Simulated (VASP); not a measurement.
**InP: relaxation of cell and atoms with PBEsol**

The system is InP.

```
In P
1.0
     0.00000    2.93050    2.93050
     2.93050    0.00000    2.93050
     2.93050    2.93050    0.00000
In P
1 1
Direct
  0.00000 0.00000 0.00000
  0.75000 0.75000 0.75000
```

- Program: VASP 6.6.1
- Task: relaxation of cell and atoms
- Functional: PBEsol
- Potentials or basis: VASP PAW PBE potentials, release 64 (In_d, P)
- Cutoff: 600 eV
- k mesh: 14 × 14 × 14
- Occupations: fermi-dirac, width 0.08 eV
- Spin: no spin polarisation
- Dipole correction: no
- Further INCAR settings: ALGO = Normal; EDIFF = 1e-06; IBRION = 2; EDIFFG = -0.002; NSW = 100; ISIF = 3

```
Relaxed volume                        : 25.40 Å³/atom
Relaxed cell                          : a = 4.157 Å, b = 4.157 Å, c = 4.157 Å, α = 60.00°, β = 60.00°, γ = 60.00°
Space group after relaxing (to 0.1 Å) : F-43m (No. 216)
Energy gained by relaxing             : 0.5 meV/atom
Ionic steps                           : 3
Pressure after relaxing               : 0.0 GPa
Band gap on the k mesh                : 0.57 eV
```

The path:
| step | energy change (eV) | largest force (eV/Å) | pressure (GPa) | volume (Å³) |
| --- | --- | --- | --- | --- |
| 1 | 0.0000 | 0.0000 | 0.63 | 50.33 |
| 2 | -0.0006 | 0.0000 | -0.31 | 51.05 |
| 3 | -0.0009 | 0.0000 | -0.01 | 50.80 |

Final structure:
```yaml
crystal:
  lattice:
    - [0.00000, 2.93954, 2.93954]
    - [2.93954, 0.00000, 2.93954]
    - [2.93954, 2.93954, 0.00000]
  atoms:
    - { symbol: In, position: [0.00000, 0.00000, 0.00000] }
    - { symbol: P, position: [0.75000, 0.75000, 0.75000] }
```

Levels at points of the mesh, in eV from the valence-band top:
| k point | band 6 | band 7 | band 8 | band 9 | band 10 | band 11 | band 12 | band 13 |
| --- | --- | --- | --- | --- | --- | --- | --- | --- |
| (0.00, 0.00, 0.00) | -11.48 | 0.00 | 0.00 | 0.00 | 0.57 | 4.02 | 4.02 | 4.02 |
| (0.50, 0.00, 0.00) | -9.76 | -5.75 | -0.97 | -0.97 | 1.38 | 4.74 | 4.74 | 6.93 |
| (0.50, 0.50, 0.00) | -9.11 | -5.78 | -2.32 | -2.32 | 1.65 | 2.17 | 9.04 | 9.47 |

Run time: 2.1 min on 1 thread of AMD EPYC 9R45 96-Core Processor (Zen 5) (shared host), peak memory 0.24 GiB.

Caveat: the PAW data sets were made with another functional, which shifts forces and pressure a little; spin-orbit coupling is left out, which moves the levels of the heavy elements. Zero-point motion and thermal expansion aren't in these numbers.
